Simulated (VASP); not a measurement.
Write the native input for VASP 6.6.1 that does the following.

- Task: single point
- Functional: PBEsol
- Potentials or basis: VASP PAW PBE potentials, release 64 (Cu, O)
- Cutoff: 520 eV
- k mesh: 14 × 14 × 8
- Occupations: gaussian, width 0.2 eV
- Spin: no spin polarisation
- Dipole correction: no
- Further INCAR settings: ALGO = Fast; EDIFF = 1e-06; NBANDS = 25

The structure of CuO lies in POSCAR:

```
CuO
1.0
    2.8795009639      0.0000000000      0.0000000000
    0.0390727580      2.8792794796      0.0000000000
    0.0174953863      0.0172449008      5.1763391994
Cu O
2 2
Direct
    0.5000000000      0.0000000000      0.5000000000
    0.0000000000      0.5000000000      0.0000000000
    0.0015760300      0.9983282200      0.2501129000
    0.9984239700      0.0016717800      0.7498871000
```

These files were run (other wordings do the same):

INCAR

```
SYSTEM = CuO
  PREC = Accurate
  ENCUT = 520
  EDIFF = 1E-6
  ISMEAR = 0
  SIGMA = 0.2
  LREAL = .FALSE.
  LASPH = .TRUE.
  NELM = 100
  ALGO = Fast
  ISIF = 2
  LWAVE = .FALSE.
  LCHARG = .TRUE.
  GGA = PS
  LELF = .TRUE.
  LVHAR = .TRUE.
  NBANDS = 25
```

KPOINTS

```
Automatic mesh
0
G
  14 14 8
  0 0 0
```

Potentials or basis: VASP PAW PBE potentials, release 64 (Cu, O).

Launch:

```console
$ cat potpaw_PBE.64/Cu/POTCAR potpaw_PBE.64/O/POTCAR > POTCAR
$ mpirun -np 1 vasp_std > vasp.out
```

It gave:

| Property | Result |
| --- | --- |
| Pressure | -1.5 GPa |
| Largest force | 0.011 eV/Å |
| Band gap on the k mesh | zero (bands 17 and 18 overlap by 1.14 eV) |

Caveat: the PAW data sets were made with another functional, which shifts forces and pressure a little; semilocal functionals often make such compounds metallic where correlation or magnetic order opens a gap, which also shifts bond lengths.

Run time: 15 min on 1 thread of Oxide Virtual Turin-like Processor, with other jobs on the host, peak memory 0.69 GiB.
